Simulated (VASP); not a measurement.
# GaSb3 in VASP: further runs

Runs on GaSb3. Level: PBE+D3(BJ). Tasks: single point.

All numbers are computed with VASP 6.6.1; they aren't measurements. Logs are shortened: lines on timing, memory, paths and dates and some standing lists are left out, and cuts for length are marked.

## (1) The cell of the first run

Symmetry: Immm, No. 71, orthorhombic system. The conventional cell has a = 5.159 Å, b = 5.159 Å, c = 7.296 Å, α = 90.00°, β = 90.00°, γ = 90.00°. Within 4.1 Å of Ga (site symmetry mmm) lie 14 Sb at 3.11 to 3.65 Å. Within 4.1 Å of Sb (site symmetry mm2) lie 4 Ga at 3.11 to 3.21 Å and 10 Sb at 3.11 to 3.83 Å. Within 4.1 Å of Sb (site symmetry mmm) lie 8 Sb at 3.11 to 3.21 Å and 6 Ga at 3.65 Å.

## (2) Single point, PBE+D3(BJ) (atoms displaced along a vibrational mode)

INCAR reads:

```
SYSTEM = GaSb3
PREC = Accurate
ENCUT = 520
EDIFF = 1E-6
ISMEAR = 0
SIGMA = 0.15
LREAL = .False.
LASPH = .True.
NELM = 60
ALGO = Normal
ISIF = 2
LWAVE = .False.
LCHARG = .False.
GGA = PE
IVDW = 12
NBANDS = 22
```

KPOINTS reads:

```
regular mesh
0
Gamma
  10 10 10
  0 0 0
```

POSCAR reads:

```
GaSb3
1.0
    0.0000000000      3.6481278280      3.6481278280
    3.6481278280      0.0000000000      3.6481278280
    3.6481278280      3.6481278280      0.0000000000
Ga Sb
1 3
Direct
    0.0000000000      0.0000000000      0.0000000000
    0.2623350941      0.2376649059      0.2376649059
    0.7376649059      0.7623350941      0.7623350941
    0.5000000000      0.5000000000      0.5000000000
```

Potentials or basis: VASP PAW PBE potentials, release 64 (Ga_d, Sb).

The run is started by

```bash
$ cat potpaw_PBE.64/Ga_d/POTCAR potpaw_PBE.64/Sb/POTCAR > POTCAR
$ mpirun -np 1 vasp_std > vasp.out
```

OUTCAR:

```text
SYSTEM = GaSb3
   PREC = Accurate
   ENCUT = 520
   EDIFF = 1E-6
   ISMEAR = 0
   LREAL = .False.
   LASPH = .True.
   NELM = 60
   ISIF = 2
   GGA = PE
   IVDW = 12
 IVDW          = 12

 ion  position               nearest neighbor table
   1  0.000  0.000  0.000-   3 3.11   2 3.11   3 3.11   2 3.11   3 3.21   2 3.21   2 3.21   3 3.21

   2  0.262  0.238  0.238-   1 3.11   1 3.11   4 3.11   4 3.11   4 3.21   1 3.21   1 3.21   4 3.21
                             3 3.47   3 3.65   3 3.65   3 3.65   3 3.65
   3  0.738  0.762  0.762-   4 3.11   1 3.11   1 3.11   4 3.11   4 3.21   1 3.21   1 3.21   4 3.21
                             2 3.47   2 3.65   2 3.65   2 3.65   2 3.65
   4  0.500  0.500  0.500-   2 3.11   3 3.11   3 3.11   2 3.11   3 3.21   2 3.21   2 3.21   3 3.21

  LATTYP: Found a face centered cubic cell.
 ALAT       =     7.2962556560

  Lattice vectors:

 A1 = (   0.0000000000,   3.6481278280,   3.6481278280)
 A2 = (   3.6481278280,   0.0000000000,   3.6481278280)
 A3 = (   3.6481278280,   3.6481278280,   0.0000000000)

Analysis of symmetry for initial positions (statically):
=====================================================================
 Subroutine PRICEL returns:
 Original cell was already a primitive cell.

 Routine SETGRP: Setting up the symmetry group for a
 face centered cubic supercell.

 Subroutine GETGRP returns: Found  8 space group operations
 (whereof  8 operations were pure point group operations)
 out of a pool of 48 trial point group operations.

The static configuration has the point symmetry D_2h.

Analysis of symmetry for dynamics (positions and initial velocities):
=====================================================================
 Subroutine PRICEL returns:
 Original cell was already a primitive cell.

 Routine SETGRP: Setting up the symmetry group for a
 face centered cubic supercell.

 Subroutine GETGRP returns: Found  8 space group operations
 (whereof  8 operations were pure point group operations)
 out of a pool of 48 trial point group operations.

The dynamic configuration has the point symmetry D_2h.

 Subroutine INISYM returns: Found  8 space group operations
 (whereof  8 operations are pure point group operations),
 and found     1 'primitive' translations

----------------------------------------------------------------------------------------

                                     Primitive cell

  volume of cell :      97.1047

  direct lattice vectors                    reciprocal lattice vectors
     0.000000000  3.648127828  3.648127828    -0.137056601  0.137056601  0.137056601
     3.648127828  0.000000000  3.648127828     0.137056601 -0.137056601  0.137056601
     3.648127828  3.648127828  0.000000000     0.137056601  0.137056601 -0.137056601

  length of vectors
     5.159231852  5.159231852  5.159231852     0.237388996  0.237388996  0.237388996

  position of ions in fractional coordinates (direct lattice)
     0.000000000  0.000000000  0.000000000
     0.262335094  0.237664906  0.237664906
     0.737664906  0.762335094  0.762335094
     0.500000000  0.500000000  0.500000000

  ion indices of the primitive-cell ions
   primitive index   ion index
                 1           1
                 2           2
                 3           3
                 4           4

----------------------------------------------------------------------------------------

 KPOINTS: regular mesh

Automatic generation of k-mesh.
 Grid dimensions read from file:
 generate k-points for:   10   10   10

 Generating k-lattice:

  Cartesian coordinates                     Fractional coordinates (reciprocal lattice)
    -0.013705660  0.013705660  0.013705660     0.100000000  0.000000000  0.000000000
     0.013705660 -0.013705660  0.013705660     0.000000000  0.100000000  0.000000000
     0.013705660  0.013705660 -0.013705660     0.000000000  0.000000000  0.100000000

  Length of vectors
     0.023738900  0.023738900  0.023738900

  Shift w.r.t. Gamma in fractional coordinates (k-lattice)
     0.000000000  0.000000000  0.000000000

 Subroutine IBZKPT returns following result:
 ===========================================

 Found    171 irreducible k-points:

 Following reciprocal coordinates:
            Coordinates               Weight
  0.000000  0.000000  0.000000      1.000000
  0.100000  0.000000  0.000000      4.000000
  0.000000  0.100000  0.000000      4.000000
  0.200000  0.000000  0.000000      4.000000
  0.000000  0.200000  0.000000      4.000000
  0.300000  0.000000  0.000000      4.000000
[... 16 lines left out ...]
  0.000000  0.400000  0.100000      4.000000
  0.100000  0.000000  0.400000      8.000000
 [... further k-points ...]
   k-points           NKPTS =    171   k-points in BZ     NKDIM =    171   number of bands    NBANDS=     22
   number of dos      NEDOS =    301   number of ions     NIONS =      4
   total plane-waves  NPLWV =  64000
   dimension x,y,z NGX =    40 NGY =   40 NGZ =   40
   dimension x,y,z NGXF=    80 NGYF=   80 NGZF=   80
   ions per type =               1   3
   NGX,Y,Z   is equivalent  to a cutoff of  12.89, 12.89, 12.89 a.u.
   NGXF,Y,Z  is equivalent  to a cutoff of  25.78, 25.78, 25.78 a.u.
 SYSTEM =  GaSb3
   PREC   = accura    normal or accurate (medium, high low for compatibility)
   ISTART =      0    job   : 0-new  1-cont  2-samecut
   ICHARG =      2    charge: 1-file 2-atom 10-const
   ISPIN  =      1    spin polarized calculation?
   LNONCOLLINEAR =      F non collinear calculations
   LSORBIT =      F    spin-orbit coupling
   LASPH  =      T    aspherical Exc in radial PAW
   ENCUT  =  520.0 eV  38.22 Ry    6.18 a.u.   9.59  9.59  9.59*2*pi/ulx,y,z
   NELM   =     60;   NELMIN=  2; NELMDL= -5     # of ELM steps
   EDIFF  = 0.1E-05   stopping-criterion for ELM
   LREAL  =      F    real-space projection
[... 7 lines left out ...]
   TEBEG  =    0.0;   TEEND  =   0.0 temperature during run
   PSTRESS=    0.0 pullay stress
   NELECT =      28.0000    total number of electrons
   NUPDOWN=      -1.0000    fix difference up-down
   EMIN   =  10.00;   EMAX   =-10.00  energy-range for DOS
   EFERMI =   0.00;   METHOD = LEGACY
   ISMEAR =     0;   SIGMA  =   0.15  broadening in eV -4-tet -1-fermi 0-gaus
   EFERMI_NEDOS =   21; number of points for ismear=-14 and -15
   IALGO  =     38    algorithm
   IMIX   =      4    mixing-type and parameters
     AMIX     =   0.40;   BMIX     =  1.00
     AMIX_MAG =   1.60;   BMIX_MAG =  1.00
  volume/ion in A,a.u.               =      24.28       163.82
  Fermi-wavevector in a.u.,A,eV,Ry     =   1.081552  2.043837 15.915484  1.169755
  Thomas-Fermi vector in A             =   2.217571
   LORBIT       =      0    0 simple, 1 ext, 2 COOP (PROOUT), +10 PAW based schemes
   GGA     = PE    functional components
   LHFCALC =     F    Hartree Fock is set to
   AEXX    =    0.0000 exact exchange contribution
   IVDW    =    12    specifies the selected vdW correction
   LEPSILON=     F    determine dielectric tensor
   LRPA    =     F    only Hartree local field effects (RPA)
 non-spin polarized calculation
 Gauss-broadening in eV      SIGMA  =   0.15
  energy-cutoff  :      520.00
  volume of cell :       97.10
 maximum number of plane-waves:      2685
 NGX is ok and might be reduce to    40
   NGX = 19   NGY = 19   NGZ = 19

 number of electron      27.9999992 magnetization

 Free energy of the ion-electron system (eV)
  ---------------------------------------------------
  ext. energy  EPLUGINS =         0.00000000
  ---------------------------------------------------
  free energy    TOTEN  =       -14.48305102 eV

  energy without entropy =      -14.46211929  energy(sigma->0) =      -14.47258516

 E-fermi :   8.2426     XC(G=0): -10.4890

 val. band max:        8.2421245864   @ k =   0.0000   0.2000   0.0000
 cond. band min:       8.2504108059   @ k =   0.4000   0.2000   0.1000
 fundamental gap:      0.0082862195
 Fermi energy:         8.2425846344

 k-point     1 :       0.0000    0.0000    0.0000
  band No.  band energies     occupation
      1      -6.5627      2.00000
      2      -6.5622      2.00000
      3      -6.5575      2.00000
      4      -6.5446      2.00000
      5      -6.5427      2.00000
      6      -4.6864      2.00000
[... 14 lines left out ...]
     21      15.5403      0.00000
     22      15.6179      0.00000

 k-point     2 :       0.1000    0.0000    0.0000
  band No.  band energies     occupation
      1      -6.5626      2.00000
      2      -6.5619      2.00000
      3      -6.5579      2.00000
      4      -6.5447      2.00000
      5      -6.5426      2.00000
      6      -4.6063      2.00000
[... 14 lines left out ...]
     21      14.8681      0.00000
     22      15.3382      0.00000

 k-point     3 :       0.0000    0.1000    0.0000
  band No.  band energies     occupation
      1      -6.5632      2.00000
      2      -6.5621      2.00000
      3      -6.5572      2.00000
      4      -6.5447      2.00000
      5      -6.5429      2.00000
      6      -4.6028      2.00000
[... 14 lines left out ...]
     21      14.7862      0.00000
     22      15.3773      0.00000

 k-point     4 :       0.2000    0.0000    0.0000
  band No.  band energies     occupation
      1      -6.5627      2.00000
      2      -6.5612      2.00000
      3      -6.5586      2.00000
      4      -6.5450      2.00000
      5      -6.5425      2.00000
      6      -4.3679      2.00000
[... 14 lines left out ...]
     21      13.3423      0.00000
     22      14.6488      0.00000

 k-point     5 :       0.0000    0.2000    0.0000
  band No.  band energies     occupation
      1      -6.5651      2.00000
      2      -6.5612      2.00000
      3      -6.5565      2.00000
      4      -6.5449      2.00000
      5      -6.5434      2.00000
      6      -4.3525      2.00000
[... 417 lines left out ...]
 k-point    22 :       0.4000    0.1000    0.0000
  band No.  band energies     occupation
      1      -6.5648      2.00000
      2      -6.5602      2.00000
      3      -6.5586      2.00000
      4      -6.5460      2.00000
      5      -6.5418      2.00000
      6      -3.5904      2.00000
[... 14 lines left out ...]
     21      13.5462      0.00000
     22      14.5838      0.00000

 k-point    23 :       0.0000    0.4000    0.1000
  band No.  band energies     occupation
      1      -6.5692      2.00000
      2      -6.5596      2.00000
      3      -6.5548      2.00000
      4      -6.5451      2.00000
      5      -6.5446      2.00000
      6      -3.5147      2.00000
[... 14 lines left out ...]
     21      13.4906      0.00000
     22      14.5400      0.00000

 k-point    24 :       0.1000    0.0000    0.4000
  band No.  band energies     occupation
      1      -6.5686      2.00000
      2      -6.5595      2.00000
      3      -6.5556      2.00000
      4      -6.5458      2.00000
      5      -6.5440      2.00000
      6      -3.5058      2.00000
[... 14 lines left out ...]
     21      13.5728      0.00000
     22      14.6037      0.00000

 [... further k-points ...]

------------------------ aborting loop because EDIFF is reached ----------------------------------------

 Edisp (eV)   -1.91678

 E8    (eV) :    -0.8846

  FORCE on cell =-STRESS in cart. coord.  units (eV):
  Direction    XX          YY          ZZ          XY          YZ          ZX
  --------------------------------------------------------------------------------------
  -------------------------------------------------------------------------------------
  Total       0.15909     0.08533     0.08533     0.00000    -0.38057     0.00000
  in kB       2.62485     1.40794     1.40794     0.00000    -6.27914     0.00000
  external pressure =        1.81 kB  Pullay stress =        0.00 kB

 VOLUME and BASIS-vectors are now :
 -----------------------------------------------------------------------------
  energy-cutoff  :      520.00
  volume of cell :       97.10
      direct lattice vectors                 reciprocal lattice vectors
     0.000000000  3.648127828  3.648127828    -0.137056601  0.137056601  0.137056601
     3.648127828  0.000000000  3.648127828     0.137056601 -0.137056601  0.137056601
     3.648127828  3.648127828  0.000000000     0.137056601  0.137056601 -0.137056601

 POSITION                                       TOTAL-FORCE (eV/Angst)
 -----------------------------------------------------------------------------------
      0.00000      0.00000      0.00000        -0.000000      0.000000      0.000000
      1.73406      1.82406      1.82406         0.310576     -0.000000     -0.000000
      5.56219      5.47219      5.47219        -0.310576      0.000000      0.000000
      3.64813      3.64813      3.64813        -0.000000     -0.000000     -0.000000
 -----------------------------------------------------------------------------------
    total drift:                                0.000000     -0.000000     -0.000000

  FREE ENERGIE OF THE ION-ELECTRON SYSTEM (eV)
  ---------------------------------------------------
  free  energy   TOTEN  =       -16.3998305224 eV

  energy  without entropy=      -16.3788987903  energy(sigma->0) =      -16.38936466
```

It took 5.7 min on 1 thread of Intel Xeon 8259CL, shared host; peak memory 0.5 GiB.

What came out:

```yaml
Free_energy: -16.3998 eV
Pressure: 0.2 GPa
Largest_force: 0.311 eV/Å
Band_gap_on_the_k_mesh: zero (bands 14 and 15 overlap by 3.80 eV)
Dispersion_energy_per_atom: -0.479 eV
```

Forces in eV/Å, atoms in the order of the input:
```
Ga   0.000  0.000  0.000
Sb   0.311  0.000  0.000
Sb  -0.311  0.000  0.000
Sb   0.000  0.000  0.000
```

Levels at points of the mesh, in eV from the Fermi level:
```tsv
k point	band 10	band 11	band 12	band 13	band 14	band 15	band 16	band 17	band 18	band 19
(0.00, 0.00, 0.00)	-2.86	-2.74	-2.71	-2.70	-2.52	-2.28	-1.10	-0.74	-0.43	3.40
(0.50, 0.00, 0.00)	-3.99	-3.50	-3.10	-2.65	-0.08	0.06	2.22	2.43	2.87	3.10
(0.00, 0.50, 0.00)	-4.01	-3.55	-2.97	-2.49	-0.32	0.23	1.99	2.15	2.98	3.23
(0.50, 0.50, 0.00)	-5.50	-5.50	0.89	1.13	1.22	1.33	1.82	2.01	2.50	3.97
(0.00, 0.50, 0.50)	-5.58	-5.47	0.91	1.13	1.21	1.22	1.94	2.12	2.31	3.97
```

Caveat: the cell differs from its parent crystal (atoms displaced along a vibrational mode); spin-orbit coupling is left out, which moves the levels of the heavy elements.

## (3) Single point, PBE+D3(BJ) (atoms displaced along a vibrational mode, the cell strained)

INCAR reads:

```
SYSTEM = GaSb3
PREC = Accurate
ENCUT = 520
EDIFF = 1E-6
ISMEAR = 0
SIGMA = 0.15
LREAL = .FALSE.
LASPH = .TRUE.
NELM = 60
ALGO = Normal
ISIF = 2
LWAVE = .FALSE.
LCHARG = .FALSE.
GGA = PE
IVDW = 12
NBANDS = 22
```

KPOINTS reads:

```
Automatic mesh
0
G
  10 10 10
  0 0 0
```

POSCAR reads:

```
GaSb3
1.0
    0.0000000000      3.6966479281      3.6481278280
    3.6966479281      0.0000000000      3.6481278280
    3.6966479281      3.6966479281      0.0000000000
Ga Sb
1 3
Direct
    0.0000000000      0.0000000000      0.0000000000
    0.2561675470      0.2438324530      0.2438324530
    0.7438324530      0.7561675470      0.7561675470
    0.5000000000      0.5000000000      0.5000000000
```

Potentials or basis: VASP PAW PBE potentials, release 64 (Ga_d, Sb).

The run is started by

```bash
$ cat potpaw_PBE.64/Ga_d/POTCAR potpaw_PBE.64/Sb/POTCAR > POTCAR
$ mpirun -np 1 vasp_std > vasp.out
```

Wall time 2.8 min (1 thread of Intel Xeon 6975P-C (Granite Rapids), shared host); peak memory 0.68 GiB.

Results (log left out):

```yaml
Free_energy: -16.4067 eV
Pressure: -1.5 GPa
Largest_force: 0.124 eV/Å
Band_gap_on_the_k_mesh: zero (bands 14 and 15 overlap by 3.86 eV)
Dispersion_energy_per_atom: -0.467 eV
```

Forces in eV/Å, atoms in the order of the input:
```
Ga   0.000  0.000  0.000
Sb   0.124  0.000  0.000
Sb  -0.124  0.000  0.000
Sb   0.000  0.000  0.000
```

Stress tensor (GPa, compression positive):
```
-1.67  0.00  0.00
 0.00 -1.68 -0.32
 0.00 -0.32 -1.24
```

Levels at points of the mesh, in eV from the Fermi level:
```csv
k point,band 11,band 12,band 13,band 14,band 15,band 16,band 17,band 18
"(0.00, 0.00, 0.00)",-2.64,-2.63,-2.62,-2.48,-2.33,-0.89,-0.77,-0.52
"(0.50, 0.00, 0.00)",-3.55,-2.88,-2.63,-0.21,0.03,2.16,2.27,2.89
"(0.00, 0.00, 0.50)",-3.54,-2.79,-2.58,-0.33,0.11,2.00,2.18,2.99
"(0.50, 0.50, 0.00)",-5.38,0.73,1.02,1.11,1.12,1.90,1.96,2.35
"(0.50, 0.00, 0.50)",-5.34,0.82,1.04,1.17,1.28,1.81,2.11,2.20
"(0.00, 0.50, 0.50)",-5.33,0.82,1.03,1.17,1.26,1.88,2.12,2.13
```

Caveat: the cell differs from its parent crystal (atoms displaced along a vibrational mode, the cell strained); spin-orbit coupling is left out, which moves the levels of the heavy elements.

## (4) Single point, PBE+D3(BJ) (atoms displaced along a vibrational mode, the cell strained)

INCAR reads:

```
  PREC = Accurate
  ENCUT = 520
  EDIFF = 1E-6
  ISMEAR = 0
  SIGMA = 0.15
  LREAL = F
  LASPH = T
  NELM = 80
  ALGO = Normal
  ISIF = 2
  LWAVE = F
  LCHARG = F
  GGA = PE
  IVDW = 12
  NBANDS = 22
```

KPOINTS reads:

```
regular mesh
0
Gamma
  10 10 10
```

POSCAR reads:

```
GaSb3
1.0
    0.0000000000      3.6966479281      3.6481278280
    3.6966479281      0.0000000000      3.6481278280
    3.6966479281      3.6966479281      0.0000000000
Ga Sb
1 3
Direct
    0.0000000000      0.0000000000      0.0000000000
    0.2623350941      0.2376649059      0.2376649059
    0.7376649059      0.7623350941      0.7623350941
    0.5000000000      0.5000000000      0.5000000000
```

The run is started by

```bash
$ cat potpaw_PBE.64/Ga_d/POTCAR potpaw_PBE.64/Sb/POTCAR > POTCAR
$ mpirun -np 1 vasp_std > vasp.out
```

Run time: 2.8 min. Hardware: 1 thread of Intel Xeon 6975P-C (Granite Rapids), shared host; peak memory 0.68 GiB.

It converged, with:

* Free energy: -16.3894 eV
* Pressure: -1.4 GPa
* Largest force: 0.257 eV/Å
* Band gap on the k mesh: zero (bands 14 and 15 overlap by 3.73 eV)
* Dispersion energy per atom: -0.467 eV

Forces in eV/Å, atoms in the order of the input:
```
Ga   0.000  0.000  0.000
Sb   0.257  0.000  0.000
Sb  -0.257  0.000  0.000
Sb   0.000  0.000  0.000
```

Stress tensor (GPa, compression positive):
```
-1.42  0.00  0.00
 0.00 -1.52 -0.60
 0.00 -0.60 -1.12
```

Levels at points of the mesh, in eV from the Fermi level:
| k point | band 12 | band 13 | band 14 | band 15 | band 16 | band 17 |
| --- | --- | --- | --- | --- | --- | --- |
| (0.00, 0.00, 0.00) | -2.66 | -2.61 | -2.47 | -2.21 | -1.04 | -0.75 |
| (0.50, 0.00, 0.00) | -3.02 | -2.55 | -0.15 | -0.01 | 2.18 | 2.36 |
| (0.00, 0.00, 0.50) | -2.87 | -2.42 | -0.39 | 0.15 | 1.90 | 2.15 |
| (0.50, 0.50, 0.00) | 0.72 | 0.99 | 1.14 | 1.16 | 1.77 | 1.94 |
| (0.50, 0.00, 0.50) | 0.80 | 1.07 | 1.14 | 1.31 | 1.67 | 2.08 |
| (0.00, 0.50, 0.50) | 0.82 | 1.02 | 1.12 | 1.26 | 1.85 | 2.14 |

Caveat: the cell differs from its parent crystal (atoms displaced along a vibrational mode, the cell strained); spin-orbit coupling is left out, which moves the levels of the heavy elements.

## (5) Summary

```tsv
cell	gap on the mesh (eV)	pressure (GPa)	largest force (eV/Å)
a = 5.159 Å, angles 60.0°, 4 atoms, atomic positions A	none	0.2	0.31
a = 5.194, b = 5.194, c = 5.228 Å, angles 59.8, 59.8, 60.4°, 4 atoms, atomic positions B	none	-1.5	0.12
a = 5.194, b = 5.194, c = 5.228 Å, angles 59.8, 59.8, 60.4°, 4 atoms, atomic positions A	none	-1.4	0.26
```

Alike in all rows: task single point; level PBE+D3(BJ); potentials or basis VASP PAW PBE potentials, release 64 (Ga_d, Sb); no spin polarisation; k mesh 10 × 10 × 10; cutoff (eV) 520; smearing gaussian 0.15 eV.

Caveats: spin-orbit coupling is left out, which moves the levels of the heavy elements.

Absolute energies hang on the potentials; compare differences alone.
